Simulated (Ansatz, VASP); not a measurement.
## BeS in VASP and in Ansatz

```
Be S
1.0
     0.00000    2.46743    2.27727
     2.27727    0.00000    2.27727
     2.27727    2.46743    0.00000
Be S
1 1
Direct
  0.00000 0.00000 0.00000
  0.75000 0.75000 0.75000
```

Alike in both runs: task single point; functional PBEsol; k mesh 10 × 10 × 10; occupations gaussian, width 0.05 eV; no spin polarisation.

|  | VASP | Ansatz |
| --- | --- | --- |
| version | VASP 6.6.1 | Ansatz 0.2.0 |
| potentials or method | VASP PAW PBE potentials, release 64 (Be, S), cutoff 520 eV | scalar-relativistic, plane waves, PAW |
| valence electrons in the cell | 8 | 8 |

```csv
,VASP,Ansatz,Ansatz less VASP
gap on the k mesh at the Fermi level (eV),2.26,2.25,-0.004
least direct gap on the mesh (eV),5.37,5.34,-0.032
pressure (GPa),11.9,11.8,-0.19
"traceless stress, the component that is largest in VASP (GPa)",-6.22,-6.25,-0.035
```

VASP's potentials were made for PBE, not for PBEsol. The functional is the same, so the differences come from potentials, cutoffs and numerics.
